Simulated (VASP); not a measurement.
Write the native input for VASP 6.6.1 that does the following.

```yaml
Task: single point
Functional: PBEsol
Potentials_or_basis: VASP PAW PBE potentials, release 64 (Sc_sv)
Cutoff: 520 eV
k_mesh: 9 × 9 × 5
Occupations: gaussian, width 0.05 eV
Spin: no spin polarisation
Dipole_correction: no
Further_INCAR_settings: ALGO = Normal; EDIFF = 1e-06; NBANDS = 18
```

The structure of Sc lies in POSCAR:

```
Sc
1.0
    2.9324917408      0.0000000000      0.0000000000
   -1.4662458704      2.5396123440      0.0000000000
    0.0000000000      0.0000000000      4.5880028354
Sc
2
Direct
    0.3333333333      0.6666666667      0.2500000000
    0.6666666667      0.3333333333      0.7500000000
```

These files were run (other wordings do the same):

INCAR

```
SYSTEM = Sc
  PREC = Accurate
  ENCUT = 520
  EDIFF = 1E-6
  ISMEAR = 0
  SIGMA = 0.05
  LREAL = .False.
  LASPH = .True.
  NELM = 80
  ALGO = Normal
  ISIF = 2
  LWAVE = .False.
  LCHARG = .False.
  GGA = PS
  NBANDS = 18
```

KPOINTS

```
regular mesh
0
Gamma
  9 9 5
  0 0 0
```

Potentials or basis: VASP PAW PBE potentials, release 64 (Sc_sv).

The run is started by

```bash
$ cat potpaw_PBE.64/Sc_sv/POTCAR > POTCAR
$ mpirun -np 1 vasp_std > vasp.out
```

Results of the run:

- Pressure: 30.2 GPa
- Band gap on the k mesh: zero (band 11 reaches 7.94 eV, above the bottom of band 12 at 5.40 eV)

Caveat: the PAW data sets were made with another functional, which shifts forces and pressure a little.

Run time: 25 s on 1 thread of AMD EPYC 7R13 Processor (Zen 3), on a shared host, peak memory 0.13 GiB.
